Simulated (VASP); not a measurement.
# Ge (I4_1/amd) in VASP: a series of runs

The runs below take Ge through single point, with PBEsol.

Everything below comes from runs of VASP 6.6.1. Logs are shortened: lines on timing, memory, paths and dates and some standing lists are left out, and cuts for length are marked.

### Step 1. The cell of the first run

Symmetry: I4_1/amd, No. 141, tetragonal system. Conventional cell: a = 5.149 Å, b = 5.149 Å, c = 2.935 Å, α = 90.00°, β = 90.00°, γ = 90.00°. Within 3.5 Å of Ge (site symmetry -4m2) lie 10 Ge at 2.68 to 3.39 Å.

### Step 2. Single point, PBEsol (strain +0.000 along x and y, +0.050 along z)

The input, INCAR:

```
ALGO = Normal ; EDIFF = 1E-6
ENCUT = 520 ; GGA = PS
ISIF = 2 ; ISMEAR = 0
LASPH = T ; LCHARG = T
LELF = T ; LREAL = F
LVHAR = T ; LWAVE = F
NBANDS = 21 ; NELM = 100
PREC = Accurate ; SIGMA = 0.15
```

The input, KPOINTS:

```
k-points
0
Gamma
  20 20 20
```

The input, POSCAR:

```
Ge
1.0
   -2.5744897190      2.5744897190      1.4672832754
    2.5744897190     -2.5744897190      1.4672832754
    2.5744897190      2.5744897190     -1.4672832754
Ge
2
Direct
    0.2500000000      0.7500000000      0.5000000000
    0.5000000000      0.5000000000      0.0000000000
```

Potentials or basis: VASP PAW PBE potentials, release 64 (Ge_d).

Launch:

```
$ cat potpaw_PBE.64/Ge_d/POTCAR > POTCAR
$ mpirun -np 1 vasp_std > vasp.out
```

OUTCAR:

```text
EDIFF = 1E-6
   ENCUT = 520
   GGA = PS
   ISIF = 2
   ISMEAR = 0
   LASPH = T
   LREAL = F
   NELM = 100
   PREC = Accurate

 ion  position               nearest neighbor table
   1  0.250  0.750  0.500-   2 2.68   2 2.68   2 2.68   2 2.68
   2  0.500  0.500  0.000-   1 2.68   1 2.68   1 2.68   1 2.68

  LATTYP: Found a body centered tetragonal cell.
 ALAT       =     5.1489794380
 C/A-ratio  =     0.5699316896

  Lattice vectors:

 A1 = (  -2.5744897190,   2.5744897190,   1.4672832754)
 A2 = (   2.5744897190,  -2.5744897190,   1.4672832754)
 A3 = (   2.5744897190,   2.5744897190,  -1.4672832754)

Analysis of symmetry for initial positions (statically):
=====================================================================
 Subroutine PRICEL returns:
 Original cell was already a primitive cell.

 Routine SETGRP: Setting up the symmetry group for a
 body centered tetragonal supercell.

 Subroutine GETGRP returns: Found 16 space group operations
 (whereof  8 operations were pure point group operations)
 out of a pool of 16 trial point group operations.

The static configuration has the point symmetry D_2d.
 The point group associated with its full space group is D_4h.

Analysis of symmetry for dynamics (positions and initial velocities):
=====================================================================
 Subroutine PRICEL returns:
 Original cell was already a primitive cell.

 Routine SETGRP: Setting up the symmetry group for a
 body centered tetragonal supercell.

 Subroutine GETGRP returns: Found 16 space group operations
 (whereof  8 operations were pure point group operations)
 out of a pool of 16 trial point group operations.

The dynamic configuration has the point symmetry D_2d.
 The point group associated with its full space group is D_4h.

 Subroutine INISYM returns: Found 16 space group operations
 (whereof  8 operations are pure point group operations),
 and found     1 'primitive' translations

----------------------------------------------------------------------------------------

                                     Primitive cell

  volume of cell :      38.9006

  direct lattice vectors                    reciprocal lattice vectors
    -2.574489719  2.574489719  1.467283275     0.000000000  0.194213244  0.340765828
     2.574489719 -2.574489719  1.467283275     0.194213244  0.000000000  0.340765828
     2.574489719  2.574489719 -1.467283275     0.194213244  0.194213244  0.000000000

[... 81 lines left out ...]
   ENCUT  =  520.0 eV  38.22 Ry    6.18 a.u.   7.30  7.30  7.30*2*pi/ulx,y,z
   NELM   =    100;   NELMIN=  2; NELMDL= -5     # of ELM steps
   EDIFF  = 0.1E-05   stopping-criterion for ELM
   LREAL  =      F    real-space projection
   EDIFFG = 0.1E-04   stopping-criterion for IOM
   NSW    =      0    number of steps for IOM
   IBRION =     -1    ionic relax: 0-MD 1-quasi-New 2-CG
   NFREE  =      0    steps in history (QN), initial steepest desc. (CG)
   ISIF   =      2    stress and relaxation
   ISYM   =      2    0-nonsym 1-usesym 2-fastsym
   POTIM  = 0.5000    time-step for ionic-motion
   TEBEG  =    0.0;   TEEND  =   0.0 temperature during run
   PSTRESS=    0.0 pullay stress
   NELECT =      28.0000    total number of electrons
   NUPDOWN=      -1.0000    fix difference up-down
   EMIN   =  10.00;   EMAX   =-10.00  energy-range for DOS
   EFERMI =   0.00;   METHOD = LEGACY
   ISMEAR =     0;   SIGMA  =   0.15  broadening in eV -4-tet -1-fermi 0-gaus
   EFERMI_NEDOS =   21; number of points for ismear=-14 and -15
   IALGO  =     38    algorithm
   IMIX   =      4    mixing-type and parameters
     AMIX     =   0.40;   BMIX     =  1.00
     AMIX_MAG =   1.60;   BMIX_MAG =  1.00
  volume/ion in A,a.u.               =      19.45       131.26
  Fermi-wavevector in a.u.,A,eV,Ry     =   1.467153  2.772517 29.287058  2.152538
  Thomas-Fermi vector in A             =   2.582805
   LORBIT       =      0    0 simple, 1 ext, 2 COOP (PROOUT), +10 PAW based schemes
   GGA     = PS    functional components
   LHFCALC =     F    Hartree Fock is set to
   AEXX    =    0.0000 exact exchange contribution
   IVDW    =     0    specifies the selected vdW correction
   LEPSILON=     F    determine dielectric tensor
   LRPA    =     F    only Hartree local field effects (RPA)
 non-spin polarized calculation
 Gauss-broadening in eV      SIGMA  =   0.15
  energy-cutoff  :      520.00
  volume of cell :       38.90
 maximum number of plane-waves:      1071
 NGX is ok and might be reduce to    30
   NGX = 15   NGY = 15   NGZ = 15

 number of electron      28.0000027 magnetization

 Free energy of the ion-electron system (eV)
  ---------------------------------------------------
  ext. energy  EPLUGINS =         0.00000000
  ---------------------------------------------------
  free energy    TOTEN  =        -9.51020379 eV

  energy without entropy =       -9.50206306  energy(sigma->0) =       -9.50613342

 E-fermi :   6.1131     XC(G=0): -11.2233

 val. band max:        6.1129718094   @ k =  -0.2000  -0.2500   0.0500
 cond. band min:       6.1153097083   @ k =  -0.2500   0.2000   0.0000
 fundamental gap:      0.0023378989
 Fermi energy:         6.1130857938

 k-point     1 :       0.0000    0.0000    0.0000
  band No.  band energies     occupation
      1     -18.5093      2.00000
      2     -18.4484      2.00000
      3     -18.4371      2.00000
      4     -18.4181      2.00000
      5     -18.3541      2.00000
      6     -18.3541      2.00000
[... 565 lines left out ...]
     20      14.7405      0.00000
     21      17.4105      0.00000

 [... further k-points ...]

------------------------ aborting loop because EDIFF is reached ----------------------------------------

  FORCE on cell =-STRESS in cart. coord.  units (eV):
  Direction    XX          YY          ZZ          XY          YZ          ZX
  --------------------------------------------------------------------------------------
  -------------------------------------------------------------------------------------
  Total       -0.8313812     -0.8313812     -1.1925724      0.0000000      0.0000000      0.0000000
  in kB      -34.2416350    -34.2416350    -49.1178159      0.0000000      0.0000000      0.0000000
  external PRESSURE =     -39.2003620 kB  Pullay stress =       0.0000000 kB

 VOLUME and BASIS-vectors are now :
 -----------------------------------------------------------------------------
  energy-cutoff  :      520.00
  volume of cell :       38.90
      direct lattice vectors                 reciprocal lattice vectors
    -2.574489719  2.574489719  1.467283275     0.000000000  0.194213244  0.340765828
     2.574489719 -2.574489719  1.467283275     0.194213244  0.000000000  0.340765828
     2.574489719  2.574489719 -1.467283275     0.194213244  0.194213244  0.000000000

 POSITION                                       TOTAL-FORCE (eV/Angst)
 -----------------------------------------------------------------------------------
      2.57449      0.00000      0.73364        -0.000000      0.000000      0.000000
      0.00000      0.00000      1.46728         0.000000     -0.000000     -0.000000
 -----------------------------------------------------------------------------------
    total drift:                                0.000000     -0.000000      0.000000

  FREE ENERGIE OF THE ION-ELECTRON SYSTEM (eV)
  ---------------------------------------------------
  free  energy   TOTEN  =        -9.5102037866 eV

  energy  without entropy=       -9.5020630588  energy(sigma->0) =       -9.50613342
```

OSZICAR:

```text
N       E                     dE             d eps       ncg     rms          rms(c)
DAV:   1     0.178357900073E+03    0.17836E+03   -0.14223E+04 30596   0.378E+03
DAV:   2     0.151812410345E+02   -0.16318E+03   -0.15822E+03 27067   0.599E+02
DAV:   3    -0.884121543109E+01   -0.24022E+02   -0.23824E+02 30762   0.135E+02
DAV:   4    -0.954296023082E+01   -0.70174E+00   -0.70131E+00 30023   0.267E+01
DAV:   5    -0.955360165618E+01   -0.10641E-01   -0.10641E-01 30423   0.364E+00    0.204E+00
DAV:   6    -0.952217460321E+01    0.31427E-01   -0.33198E-02 36615   0.315E+00    0.111E+00
DAV:   7    -0.951064515420E+01    0.11529E-01   -0.19212E-02 36757   0.211E+00    0.133E-01
DAV:   8    -0.951020008756E+01    0.44507E-03   -0.27147E-03 32011   0.905E-01    0.414E-02
DAV:   9    -0.951020329510E+01   -0.32075E-05   -0.67995E-05 31759   0.103E-01    0.107E-02
DAV:  10    -0.951020378663E+01   -0.49152E-06   -0.39663E-06 30121   0.238E-02
   1 F= -.95102038E+01 E0= -.95061334E+01  d E =-.814073E-02
```

stdout:

```text
POSCAR found type information on POSCAR Ge
 POSCAR found :  1 types and       2 ions
 scaLAPACK will be used
 -----------------------------------------------------------------------------
|                                                                             |
|                                                                             |
|     You enforced a specific xc type in the INCAR file but a different       |
|     I HOPE YOU KNOW WHAT YOU ARE DOING!                                     |
|                                                                             |
 -----------------------------------------------------------------------------

 LDA part: xc-table for (Slater+PW92), standard interpolation
 POSCAR, INCAR and KPOINTS ok, starting setup
 FFT: planning ... GRIDC
 FFT: planning ... GRID_SOFT
 FFT: planning ... GRID
 WAVECAR not read
 entering main loop
```

Run time: 3.9 min. Hardware: 1 thread of AMD EPYC 9R45 (Zen 5), shared host; peak memory 0.47 GiB.

Results:

```yaml
Free_energy: -9.5102 eV
Pressure: -3.9 GPa
Band_gap_on_the_k_mesh: zero (bands 14 and 15 overlap by 5.18 eV)
```

Stress tensor (GPa, compression positive):
```
-3.42  0.00  0.00
 0.00 -3.42  0.00
 0.00  0.00 -4.91
```

Caveat: the cell differs from its parent crystal (strain +0.000 along x and y, +0.050 along z); the cell stands under tension; the PAW data sets were made with another functional, which shifts forces and pressure a little.

### Step 3. Single point, PBEsol (strain +0.025 along x and y, +0.000 along z)

The input, INCAR:

```
SYSTEM = Ge
PREC = Accurate
ENCUT = 520
EDIFF = 1E-6
ISMEAR = 0
SIGMA = 0.15
LREAL = .FALSE.
LASPH = .TRUE.
NELM = 100
ALGO = Normal
ISIF = 2
LWAVE = .FALSE.
LCHARG = .FALSE.
GGA = PS
NBANDS = 21
```

The input, KPOINTS:

```
Automatic mesh
0
G
  20 20 20
  0 0 0
```

The input, POSCAR:

```
Ge
1.0
   -2.6388519620      2.6388519620      1.3974126432
    2.6388519620     -2.6388519620      1.3974126432
    2.6388519620      2.6388519620     -1.3974126432
Ge
2
Direct
    0.2500000000      0.7500000000      0.5000000000
    0.5000000000      0.5000000000      0.0000000000
```

Potentials or basis: VASP PAW PBE potentials, release 64 (Ge_d).

Launch:

```
$ cat potpaw_PBE.64/Ge_d/POTCAR > POTCAR
$ mpirun -np 1 vasp_std > vasp.out
```

OUTCAR:

```text
SYSTEM = Ge
   PREC = Accurate
   ENCUT = 520
   EDIFF = 1E-6
   ISMEAR = 0
   LREAL = .FALSE.
   LASPH = .TRUE.
   NELM = 100
   ISIF = 2
   GGA = PS

 ion  position               nearest neighbor table
   1  0.250  0.750  0.500-   2 2.73   2 2.73   2 2.73   2 2.73
   2  0.500  0.500  0.000-   1 2.73   1 2.73   1 2.73   1 2.73

  LATTYP: Found a body centered tetragonal cell.
 ALAT       =     5.2777039240
 C/A-ratio  =     0.5295532540

  Lattice vectors:

 A1 = (  -2.6388519620,   2.6388519620,   1.3974126432)
 A2 = (   2.6388519620,  -2.6388519620,   1.3974126432)
 A3 = (   2.6388519620,   2.6388519620,  -1.3974126432)

Analysis of symmetry for initial positions (statically):
=====================================================================
 Subroutine PRICEL returns:
 Original cell was already a primitive cell.

 Routine SETGRP: Setting up the symmetry group for a
 body centered tetragonal supercell.

 Subroutine GETGRP returns: Found 16 space group operations
 (whereof  8 operations were pure point group operations)
 out of a pool of 16 trial point group operations.
[... 162 lines left out ...]
  free energy    TOTEN  =        -9.50560766 eV

  energy without entropy =       -9.49632442  energy(sigma->0) =       -9.50096604

 E-fermi :   6.0914     XC(G=0): -11.2211

 val. band max:        6.0859479594   @ k =  -0.1500  -0.4500   0.1000
 cond. band min:       6.0930285633   @ k =  -0.4500   0.4500   0.0000
 fundamental gap:      0.0070806039
 Fermi energy:         6.0914066688

 k-point     1 :       0.0000    0.0000    0.0000
  band No.  band energies     occupation
      1     -18.5027      2.00000
      2     -18.4804      2.00000
      3     -18.4519      2.00000
      4     -18.4370      2.00000
      5     -18.3436      2.00000
      6     -18.3436      2.00000
[... 565 lines left out ...]
     20      14.7915      0.00000
     21      16.6349      0.00000

 [... further k-points ...]

------------------------ aborting loop because EDIFF is reached ----------------------------------------

  FORCE on cell =-STRESS in cart. coord.  units (eV):
  Direction    XX          YY          ZZ          XY          YZ          ZX
  --------------------------------------------------------------------------------------
  -------------------------------------------------------------------------------------
  Total       -1.1845295     -1.1845295     -0.5959212      0.0000000      0.0000000      0.0000000
  in kB      -48.7575361    -48.7575361    -24.5292754      0.0000000      0.0000000      0.0000000
  external PRESSURE =     -40.6814492 kB  Pullay stress =       0.0000000 kB

 VOLUME and BASIS-vectors are now :
 -----------------------------------------------------------------------------
  energy-cutoff  :      520.00
  volume of cell :       38.92
      direct lattice vectors                 reciprocal lattice vectors
    -2.638851962  2.638851962  1.397412643     0.000000000  0.189476336  0.357804119
     2.638851962 -2.638851962  1.397412643     0.189476336  0.000000000  0.357804119
     2.638851962  2.638851962 -1.397412643     0.189476336  0.189476336  0.000000000

 POSITION                                       TOTAL-FORCE (eV/Angst)
 -----------------------------------------------------------------------------------
      2.63885      0.00000      0.69871        -0.000000      0.000000     -0.000000
      0.00000      0.00000      1.39741         0.000000     -0.000000      0.000000
 -----------------------------------------------------------------------------------
    total drift:                                0.000000     -0.000000      0.000000

  FREE ENERGIE OF THE ION-ELECTRON SYSTEM (eV)
  ---------------------------------------------------
  free  energy   TOTEN  =        -9.5056076602 eV

  energy  without entropy=       -9.4963244227  energy(sigma->0) =       -9.50096604
```

OSZICAR:

```text
N       E                     dE             d eps       ncg     rms          rms(c)
DAV:   1     0.177142326129E+03    0.17714E+03   -0.14172E+04 30271   0.378E+03
DAV:   2     0.151120895509E+02   -0.16203E+03   -0.15724E+03 27060   0.593E+02
DAV:   3    -0.884182430460E+01   -0.23954E+02   -0.23767E+02 30800   0.134E+02
DAV:   4    -0.953349557425E+01   -0.69167E+00   -0.69121E+00 30179   0.265E+01
DAV:   5    -0.954395141007E+01   -0.10456E-01   -0.10456E-01 30626   0.361E+00    0.197E+00
DAV:   6    -0.951593073177E+01    0.28021E-01   -0.32827E-02 36645   0.310E+00    0.107E+00
DAV:   7    -0.950609551136E+01    0.98352E-02   -0.16523E-02 36663   0.193E+00    0.136E-01
DAV:   8    -0.950560287503E+01    0.49264E-03   -0.21247E-03 31906   0.847E-01    0.426E-02
DAV:   9    -0.950560744887E+01   -0.45738E-05   -0.43947E-05 32489   0.817E-02    0.973E-03
DAV:  10    -0.950560766022E+01   -0.21134E-06   -0.26585E-06 25603   0.235E-02
   1 F= -.95056077E+01 E0= -.95009660E+01  d E =-.928324E-02
```

It took 3.3 min on 1 thread of AMD EPYC 9R45 (Zen 5), shared host; peak memory 0.46 GiB.

What came out:

```yaml
Free_energy: -9.5056 eV
Pressure: -4.1 GPa
Band_gap_on_the_k_mesh: zero (bands 14 and 15 overlap by 4.76 eV)
```

Caveat: the cell differs from its parent crystal (strain +0.025 along x and y, +0.000 along z); the cell stands under tension; the PAW data sets were made with another functional, which shifts forces and pressure a little.

(Continued in part 2 of 2.)
